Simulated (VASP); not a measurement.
# BaTiO3 (R3m) in VASP: a series of runs

Runs on BaTiO3. Level: r2SCAN+U. Tasks: single point.

Program: VASP 6.6.1. These are calculated values, not measurements. Logs are shortened: lines on timing, memory, paths and dates and some standing lists are left out, and cuts for length are marked.

**1. The cell of the first run**

The structure is trigonal, space group R3m (No. 160). Conventional cell: a = 5.589 Å, b = 5.589 Å, c = 6.858 Å, α = 90.00°, β = 90.00°, γ = 120.00°. Within 3.7 Å of Ba (site symmetry 3m) lie 12 O at 2.79 to 2.80 Å and 8 Ti at 3.42 to 3.43 Å. Ti (site symmetry 3m) has 6 O at 1.97 to 1.98 Å within 2.6 Å. O (site symmetry m) has 2 Ti at 1.97 to 1.98 Å within 2.6 Å.

**2. Single point, r2SCAN+U (equal strain along all axes, cell held: -1.5 %, then relaxed in part)**

POSCAR reads:

```
BaTiO3
1.0
    2.7943046196      1.6132925243      2.2861015742
   -2.7943046196      1.6132925243      2.2861015742
    0.0000000000     -3.2265850487      2.2861015741
Ba Ti O
1 1 3
Direct
   -0.0053822766     -0.0053822766     -0.0053822766
    0.4951087280      0.4951087280      0.4951087280
    0.4938949890      0.9935845706      0.4938949890
    0.4938949890      0.4938949890      0.9935845706
    0.9935845706      0.4938949890      0.4938949890
```

INCAR.step1 reads:

```
ALGO = Normal
EDIFF = 1E-4
ENCUT = 520
GGA = PE
ISMEAR = 0
LASPH = T
LCHARG = F
LDAU = T
LDAUJ = 0 0 0
LDAUL = -1 2 -1
LDAUTYPE = 2
LDAUU = 0 4 0
LMAXMIX = 4
LREAL = F
LWAVE = T
NBANDS = 28
NELM = 150
PREC = Accurate
SIGMA = 0.02
```

INCAR.step2 reads:

```
ALGO = Normal
EDIFF = 1E-7
ENCUT = 520
ISIF = 2
ISMEAR = 0
ISTART = 1
LASPH = T
LCHARG = F
LDAU = T
LDAUJ = 0 0 0
LDAUL = -1 2 -1
LDAUPRINT = 1
LDAUTYPE = 2
LDAUU = 0 4 0
LMAXMIX = 4
LMIXTAU = T
LREAL = F
LWAVE = F
METAGGA = R2SCAN
NBANDS = 28
NELM = 150
PREC = Accurate
SIGMA = 0.02
```

KPOINTS reads:

```
k-points
0
Gamma
  6 6 6
```

Potentials or basis: VASP PAW PBE potentials, release 64 (Ba_sv, Ti_sv, O).

The run is started by

```console
cat potpaw_PBE.64/Ba_sv/POTCAR potpaw_PBE.64/Ti_sv/POTCAR potpaw_PBE.64/O/POTCAR > POTCAR
cp INCAR.step1 INCAR
mpirun -np 1 vasp_std > vasp.out
cp INCAR.step2 INCAR
mpirun -np 1 vasp_std > vasp.out
```

OUTCAR:

```text
EDIFF = 1E-7
   ENCUT = 520
   ISIF = 2
   ISMEAR = 0
   ISTART = 1
   LASPH = T
   LREAL = F
   METAGGA = R2SCAN
   NELM = 150
   PREC = Accurate

 ion  position               nearest neighbor table
   1  0.995  0.995  0.995-   3 2.79   5 2.79   4 2.79   4 2.79   4 2.79   3 2.79   5 2.79   3 2.79
                             5 2.79   5 2.80   3 2.80   4 2.80   2 3.42   2 3.42   2 3.42   2 3.42
   2  0.495  0.495  0.495-   4 1.97   3 1.97   5 1.97   4 1.98   3 1.98   5 1.98   1 3.42   1 3.42
                             1 3.42   1 3.42   1 3.42   1 3.42   1 3.43   1 3.43
   3  0.494  0.994  0.494-   2 1.97   2 1.98   1 2.79   1 2.79   1 2.79   1 2.80
   4  0.494  0.494  0.994-   2 1.97   2 1.98   1 2.79   1 2.79   1 2.79   1 2.80
   5  0.994  0.494  0.494-   2 1.97   2 1.98   1 2.79   1 2.79   1 2.79   1 2.80

  LATTYP: Found a trigonal (rhomboedric) cell.
 ALAT       =     3.9543787734
 COS(alpha) =     0.0013323989

  Lattice vectors:

 A1 = (   2.7943046196,   1.6132925243,   2.2861015742)
 A2 = (  -2.7943046196,   1.6132925243,   2.2861015742)
 A3 = (   0.0000000000,  -3.2265850487,   2.2861015741)

Analysis of symmetry for initial positions (statically):
=====================================================================
 Subroutine PRICEL returns:
 Original cell was already a primitive cell.

 Routine SETGRP: Setting up the symmetry group for a
 trigonal (rhombohedral) supercell.

 Subroutine GETGRP returns: Found  6 space group operations
 (whereof  6 operations were pure point group operations)
 out of a pool of 12 trial point group operations.

The static configuration has the point symmetry C_3v.

Analysis of symmetry for dynamics (positions and initial velocities):
=====================================================================
 Subroutine PRICEL returns:
 Original cell was already a primitive cell.

 Routine SETGRP: Setting up the symmetry group for a
 trigonal (rhombohedral) supercell.

 Subroutine GETGRP returns: Found  6 space group operations
 (whereof  6 operations were pure point group operations)
 out of a pool of 12 trial point group operations.

The dynamic configuration has the point symmetry C_3v.

 Subroutine INISYM returns: Found  6 space group operations
 (whereof  6 operations are pure point group operations),
 and found     1 'primitive' translations

----------------------------------------------------------------------------------------

                                     Primitive cell

  volume of cell :      61.8349

  direct lattice vectors                    reciprocal lattice vectors
     2.794304620  1.613292524  2.286101574     0.178935395  0.103308398  0.145808628
    -2.794304620  1.613292524  2.286101574    -0.178935395  0.103308398  0.145808628
     0.000000000 -3.226585049  2.286101574     0.000000000 -0.206616797  0.145808628

  length of vectors
     3.954378773  3.954378773  3.954378773     0.252884670  0.252884670  0.252884670

  position of ions in fractional coordinates (direct lattice)
     0.994617723  0.994617723  0.994617723
     0.495108728  0.495108728  0.495108728
     0.493894989  0.993584571  0.493894989
     0.493894989  0.493894989  0.993584571
     0.993584571  0.493894989  0.493894989

  ion indices of the primitive-cell ions
   primitive index   ion index
                 1           1
                 2           2
                 3           3
                 4           4
                 5           5

----------------------------------------------------------------------------------------

 KPOINTS: k-points

Automatic generation of k-mesh.
 Grid dimensions read from file:
 generate k-points for:    6    6    6

 Generating k-lattice:

  Cartesian coordinates                     Fractional coordinates (reciprocal lattice)
     0.029822566  0.017218066  0.024301438     0.166666667 -0.000000000  0.000000000
    -0.029822566  0.017218066  0.024301438    -0.000000000  0.166666667  0.000000000
     0.000000000 -0.034436133  0.024301438    -0.000000000 -0.000000000  0.166666667

  Length of vectors
     0.042147445  0.042147445  0.042147445

  Shift w.r.t. Gamma in fractional coordinates (k-lattice)
     0.000000000  0.000000000  0.000000000

 Subroutine IBZKPT returns following result:
 ===========================================

 Found     32 irreducible k-points:

 Following reciprocal coordinates:
            Coordinates               Weight
  0.000000  0.000000  0.000000      1.000000
  0.166667  0.000000  0.000000      6.000000
  0.333333  0.000000  0.000000      6.000000
  0.500000  0.000000  0.000000      3.000000
  0.166667  0.166667  0.000000      6.000000
  0.333333  0.166667  0.000000     12.000000
[... 16 lines left out ...]
  0.500000  0.500000  0.166667      6.000000
 -0.333333  0.500000  0.166667     12.000000
 [... further k-points ...]
   k-points           NKPTS =     32   k-points in BZ     NKDIM =     32   number of bands    NBANDS=     28
   number of dos      NEDOS =    301   number of ions     NIONS =      5
   total plane-waves  NPLWV =  27000
   dimension x,y,z NGX =    30 NGY =   30 NGZ =   30
   dimension x,y,z NGXF=    60 NGYF=   60 NGZF=   60
   ions per type =               1   1   3
   NGX,Y,Z   is equivalent  to a cutoff of  12.61, 12.61, 12.61 a.u.
   NGXF,Y,Z  is equivalent  to a cutoff of  25.22, 25.22, 25.22 a.u.
 SYSTEM =  unknown system
   PREC   = accura    normal or accurate (medium, high low for compatibility)
   ISTART =      1    job   : 0-new  1-cont  2-samecut
   ICHARG =      0    charge: 1-file 2-atom 10-const
   ISPIN  =      1    spin polarized calculation?
   LNONCOLLINEAR =      F non collinear calculations
   LSORBIT =      F    spin-orbit coupling
   LASPH  =      T    aspherical Exc in radial PAW
   ENCUT  =  520.0 eV  38.22 Ry    6.18 a.u.   7.35  7.35  7.35*2*pi/ulx,y,z
   NELM   =    150;   NELMIN=  2; NELMDL=  0     # of ELM steps
   EDIFF  = 0.1E-06   stopping-criterion for ELM
   LREAL  =      F    real-space projection
   EDIFFG = 0.1E-05   stopping-criterion for IOM
   NSW    =      0    number of steps for IOM
   IBRION =     -1    ionic relax: 0-MD 1-quasi-New 2-CG
   NFREE  =      0    steps in history (QN), initial steepest desc. (CG)
   ISIF   =      2    stress and relaxation
   ISYM   =      2    0-nonsym 1-usesym 2-fastsym
   POTIM  = 0.5000    time-step for ionic-motion
   TEBEG  =    0.0;   TEEND  =   0.0 temperature during run
   PSTRESS=    0.0 pullay stress
   NELECT =      40.0000    total number of electrons
   NUPDOWN=      -1.0000    fix difference up-down
   EMIN   =  10.00;   EMAX   =-10.00  energy-range for DOS
   EFERMI =   0.00;   METHOD = LEGACY
   ISMEAR =     0;   SIGMA  =   0.02  broadening in eV -4-tet -1-fermi 0-gaus
   EFERMI_NEDOS =   21; number of points for ismear=-14 and -15
   IALGO  =     38    algorithm
   IMIX   =      4    mixing-type and parameters
     AMIX     =   0.40;   BMIX     =  1.00
     AMIX_MAG =   1.60;   BMIX_MAG =  1.00
  volume/ion in A,a.u.               =      12.37        83.46
  Fermi-wavevector in a.u.,A,eV,Ry     =   1.415849  2.675567 27.274626  2.004628
  Thomas-Fermi vector in A             =   2.537245
   LORBIT       =      0    0 simple, 1 ext, 2 COOP (PROOUT), +10 PAW based schemes
 LDA+U is selected, type is set to LDAUTYPE =  2
   angular momentum for each species LDAUL =    -1    2   -1
   U (eV)           for each species LDAUU =   0.0  4.0  0.0
   J (eV)           for each species LDAUJ =   0.0  0.0  0.0
   METAGGA = R2SCAN    functional components
   LHFCALC =     F    Hartree Fock is set to
   AEXX    =    0.0000 exact exchange contribution
   IVDW    =     0    specifies the selected vdW correction
   LEPSILON=     F    determine dielectric tensor
   LRPA    =     F    only Hartree local field effects (RPA)
 non-spin polarized calculation
 Gauss-broadening in eV      SIGMA  =   0.02
  energy-cutoff  :      520.00
  volume of cell :       61.83
 maximum number of plane-waves:      1725
 NGX is ok and might be reduce to    30
   NGX = 15   NGY = 15   NGZ = 15

atom =   2  type =  2  l = 2

 onsite density matrix

spin component  1

  0.1451  0.0000  0.0000  0.0682 -0.0000
  0.0000  0.1935  0.0000 -0.0000  0.0682
  0.0000  0.0000  0.0968 -0.0000  0.0000
  0.0682 -0.0000 -0.0000  0.1935 -0.0000
 -0.0000  0.0682  0.0000 -0.0000  0.1451

spin component  2

  0.1451  0.0000  0.0000  0.0682 -0.0000
  0.0000  0.1935  0.0000 -0.0000  0.0682
  0.0000  0.0000  0.0968 -0.0000  0.0000
  0.0682 -0.0000 -0.0000  0.1935 -0.0000
 -0.0000  0.0682  0.0000 -0.0000  0.1451

 occupancies and eigenvectors

  o =  0.0968  v =  0.0000  0.0000  1.0000 -0.0000 -0.0000  0.0000  0.0000  0.0000  0.0000  0.0000      0.0000  0.0000  0.0000  0.0000  0.0000  0.0000  0.0000  0.0000  0.0000  0.0000
  o =  0.0968  v =  0.0000  0.0000  0.0000  0.0000  0.0000  0.0000  0.0000  1.0000 -0.0000 -0.0000      0.0000  0.0000  0.0000  0.0000  0.0000  0.0000  0.0000  0.0000  0.0000  0.0000
  o =  0.0969  v =  0.0000  0.0000  0.0000  0.0000  0.0000 -0.8169  0.0000  0.0000  0.5768 -0.0000      0.0000  0.0000  0.0000  0.0000  0.0000  0.0000  0.0000  0.0000  0.0000  0.0000
  o =  0.0969  v = -0.8169  0.0000  0.0000  0.5768 -0.0000  0.0000  0.0000  0.0000  0.0000  0.0000      0.0000  0.0000  0.0000  0.0000  0.0000  0.0000  0.0000  0.0000  0.0000  0.0000
  o =  0.0969  v =  0.0000 -0.5768  0.0000  0.0000  0.8169  0.0000  0.0000  0.0000  0.0000  0.0000      0.0000  0.0000  0.0000  0.0000  0.0000  0.0000  0.0000  0.0000  0.0000  0.0000
  o =  0.0969  v =  0.0000  0.0000  0.0000  0.0000  0.0000  0.0000 -0.5768  0.0000  0.0000  0.8169      0.0000  0.0000  0.0000  0.0000  0.0000  0.0000  0.0000  0.0000  0.0000  0.0000
  o =  0.2417  v =  0.0000  0.8169  0.0000 -0.0000  0.5768  0.0000  0.0000  0.0000  0.0000  0.0000      0.0000  0.0000  0.0000  0.0000  0.0000  0.0000  0.0000  0.0000  0.0000  0.0000
  o =  0.2417  v =  0.0000  0.0000  0.0000  0.0000  0.0000  0.0000  0.8169  0.0000 -0.0000  0.5768      0.0000  0.0000  0.0000  0.0000  0.0000  0.0000  0.0000  0.0000  0.0000  0.0000
  o =  0.2417  v = -0.5768  0.0000 -0.0000 -0.8169  0.0000  0.0000  0.0000  0.0000  0.0000  0.0000      0.0000  0.0000  0.0000  0.0000  0.0000  0.0000  0.0000  0.0000  0.0000  0.0000
  o =  0.2417  v =  0.0000  0.0000  0.0000  0.0000  0.0000 -0.5768  0.0000 -0.0000 -0.8169  0.0000      0.0000  0.0000  0.0000  0.0000  0.0000  0.0000  0.0000  0.0000  0.0000  0.0000

 number of electron      40.0000010 magnetization

 Free energy of the ion-electron system (eV)
  ---------------------------------------------------
  ext. energy  EPLUGINS =         0.00000000
  ---------------------------------------------------
  free energy    TOTEN  =       -71.54571828 eV

  energy without entropy =      -71.54571828  energy(sigma->0) =      -71.54571828

 E-fermi :   4.1854     XC(G=0): -12.1323

 val. band max:        3.9520736589   @ k =   0.5000   0.5000   0.5000
 cond. band min:       6.7134334937   @ k =   0.0000   0.0000   0.0000
 fundamental gap:      2.7613598348
 Fermi energy:         4.1854188584

 k-point     1 :       0.0000    0.0000    0.0000
  band No.  band energies     occupation
      1     -55.7976      2.00000
      2     -30.9272      2.00000
      3     -30.9272      2.00000
      4     -30.9252      2.00000
      5     -21.4478      2.00000
      6     -14.0432      2.00000
[... 20 lines left out ...]
     27       9.5781      0.00000
     28      12.6243      0.00000

 k-point     2 :       0.1667    0.0000    0.0000
  band No.  band energies     occupation
      1     -55.7973      2.00000
      2     -30.9418      2.00000
      3     -30.9266      2.00000
      4     -30.9252      2.00000
      5     -21.4090      2.00000
      6     -14.0750      2.00000
[... 674 lines left out ...]
 k-point    24 :      -0.3333    0.5000    0.1667
  band No.  band energies     occupation
      1     -55.7950      2.00000
      2     -30.9836      2.00000
      3     -30.9681      2.00000
      4     -30.9375      2.00000
      5     -21.1937      2.00000
      6     -13.7676      2.00000
[... 20 lines left out ...]
     27      12.9557      0.00000
     28      13.4635      0.00000

 [... further k-points ...]

------------------------ aborting loop because EDIFF is reached ----------------------------------------

  FORCE on cell =-STRESS in cart. coord.  units (eV):
  Direction    XX          YY          ZZ          XY          YZ          ZX
  --------------------------------------------------------------------------------------
  -------------------------------------------------------------------------------------
  Total        4.5961389      4.5961389      4.3729209      0.0000000      0.0000000      0.0000000
  in kB      119.0885702    119.0885702    113.3048662      0.0000000      0.0000000      0.0000000
  external PRESSURE =     117.1606689 kB  Pullay stress =       0.0000000 kB

 VOLUME and BASIS-vectors are now :
 -----------------------------------------------------------------------------
  energy-cutoff  :      520.00
  volume of cell :       61.83
      direct lattice vectors                 reciprocal lattice vectors
     2.794304620  1.613292524  2.286101574     0.178935395  0.103308398  0.145808628
    -2.794304620  1.613292524  2.286101574    -0.178935395  0.103308398  0.145808628
     0.000000000 -3.226585049  2.286101574     0.000000000 -0.206616797  0.145808628

 POSITION                                       TOTAL-FORCE (eV/Angst)
 -----------------------------------------------------------------------------------
      0.00000     -0.00000      6.82139        -0.000000      0.000000     -0.012057
      0.00000     -0.00000      3.39561        -0.000000      0.000000     -0.049608
     -1.39628      0.80615      4.52962        -0.021947      0.012671      0.020555
      0.00000     -1.61229      4.52962        -0.000000     -0.025342      0.020555
      1.39628      0.80615      4.52962         0.021947      0.012671      0.020555
 -----------------------------------------------------------------------------------
    total drift:                                0.000000      0.000006     -0.000731

  FREE ENERGIE OF THE ION-ELECTRON SYSTEM (eV)
  ---------------------------------------------------
  free  energy   TOTEN  =       -71.5457182773 eV

  energy  without entropy=      -71.5457182773  energy(sigma->0) =      -71.54571828
```

Wall time 3.4 min (1 thread of AMD EPYC 7R13 (Zen 3), shared host); peak memory 0.18 GiB.

Results:

| Quantity | Value |
| --- | --- |
| Free energy | -71.5457 eV |
| Pressure | 11.7 GPa |
| Largest force | 0.050 eV/Å |
| Band gap on the k mesh | 2.76 eV (least direct gap 2.92 eV) |

Forces in eV/Å, atoms in the order of the input:
```
Ba   0.000  0.000 -0.012
Ti   0.000  0.000 -0.050
O   -0.022  0.013  0.021
O    0.000 -0.025  0.021
O    0.022  0.013  0.021
```

Stress tensor (GPa, compression positive):
```
11.91  0.00  0.00
 0.00 11.91  0.00
 0.00  0.00 11.33
```

Eigenvalues of the final occupation matrices:
```tsv
site	spin	trace	eigenvalues
site 2 d	1	0.77	0.10 0.10 0.10 0.24 0.24
site 2 d	2	0.77	0.10 0.10 0.10 0.24 0.24
```

Caveat: the cell differs from its parent crystal (equal strain along all axes, cell held: -1.5 %, then relaxed in part); the cell stands under pressure; the PAW data sets were made with another functional, which shifts forces and pressure a little; spin-orbit coupling is left out, which moves the levels of the heavy elements.

**3. Single point, r2SCAN+U**

This run uses another cell than the first one, of 12.94 Å³/atom.

POSCAR reads:

```
BaTiO3
1.0
    2.8368574818      1.6378604308      2.3209153037
   -2.8368574818      1.6378604308      2.3209153037
    0.0000000000     -3.2757208616      2.3209153037
Ba Ti O
1 1 3
Direct
   -0.0015516592     -0.0015516592     -0.0015516592
    0.5061941608      0.5061941608      0.5061941608
    0.4907343273      0.9849898438      0.4907343273
    0.4907343273      0.4907343273      0.9849898438
    0.9849898438      0.4907343273      0.4907343273
```

INCAR.step1 reads:

```
SYSTEM = BaTiO3
PREC = Accurate
ENCUT = 520
ISMEAR = 0
SIGMA = 0.02
LREAL = .False.
LASPH = .True.
NELM = 150
LMAXMIX = 4
LDAU = .True.
LDAUTYPE = 2
LDAUL = -1 2 -1
LDAUU = 0 4 0
LDAUJ = 0 0 0
NBANDS = 28
GGA = PE
ALGO = Normal
EDIFF = 1E-4
LWAVE = .True.
LCHARG = .False.
```

INCAR.step2 reads:

```
SYSTEM = BaTiO3
PREC = Accurate
ENCUT = 520
EDIFF = 1E-6
ISMEAR = 0
SIGMA = 0.02
LREAL = .False.
LASPH = .True.
NELM = 150
ALGO = Normal
ISIF = 2
LWAVE = .False.
LCHARG = .False.
LMAXMIX = 4
LDAU = .True.
LDAUTYPE = 2
LDAUL = -1 2 -1
LDAUU = 0 4 0
LDAUJ = 0 0 0
LDAUPRINT = 1
METAGGA = R2SCAN
LMIXTAU = .True.
NBANDS = 28
ISTART = 1
```

KPOINTS reads:

```
regular mesh
0
Gamma
  6 6 6
  0 0 0
```

Potentials or basis: VASP PAW PBE potentials, release 64 (Ba_sv, Ti_sv, O).

The run is started by

```console
cat potpaw_PBE.64/Ba_sv/POTCAR potpaw_PBE.64/Ti_sv/POTCAR potpaw_PBE.64/O/POTCAR > POTCAR
cp INCAR.step1 INCAR
mpirun -np 1 vasp_std > vasp.out
cp INCAR.step2 INCAR
mpirun -np 1 vasp_std > vasp.out
```

It took 2.9 min on 1 thread of AMD EPYC 7R13 (Zen 3), shared host; peak memory 0.18 GiB.

The run converged. Its results:

- Free energy: -71.6381 eV
- Pressure: 3.9 GPa
- Largest force: 0.537 eV/Å
- Band gap on the k mesh: 2.90 eV (least direct gap 3.20 eV)

Forces on the atoms (eV/Å):
```
Ba   0.000  0.000 -0.020
Ti   0.000  0.000 -0.537
O   -0.222  0.128  0.186
O    0.000 -0.256  0.186
O    0.222  0.128  0.186
```

Stress tensor (GPa, compression positive):
```
3.95 0.00 0.00
0.00 3.95 0.00
0.00 0.00 3.66
```

Levels at points of the mesh, in eV from the valence-band top:
| k point | band 16 | band 17 | band 18 | band 19 | band 20 | band 21 | band 22 | band 23 | band 24 | band 25 |
| --- | --- | --- | --- | --- | --- | --- | --- | --- | --- | --- |
| (0.00, 0.00, 0.00) | -1.20 | -1.11 | -0.34 | -0.30 | -0.30 | 2.90 | 2.90 | 2.94 | 4.43 | 4.43 |
| (0.50, 0.00, 0.00) | -1.98 | -1.69 | -1.65 | -0.90 | -0.86 | 3.08 | 4.42 | 4.43 | 4.48 | 6.31 |
| (0.50, 0.50, 0.00) | -2.59 | -1.89 | -0.91 | -0.89 | -0.09 | 4.47 | 4.48 | 4.89 | 5.17 | 8.07 |
| (0.50, 0.50, 0.50) | -2.32 | -2.31 | -0.01 | -0.01 | 0.00 | 5.07 | 5.13 | 5.13 | 7.22 | 7.22 |

Eigenvalues of the final occupation matrices:
| site | spin | trace | eigenvalues |
| --- | --- | --- | --- |
| site 2 d | 1 | 0.77 | 0.10 0.10 0.10 0.24 0.24 |
| site 2 d | 2 | 0.77 | 0.10 0.10 0.10 0.24 0.24 |

Caveat: the cell stands under pressure; the PAW data sets were made with another functional, which shifts forces and pressure a little; spin-orbit coupling is left out, which moves the levels of the heavy elements.
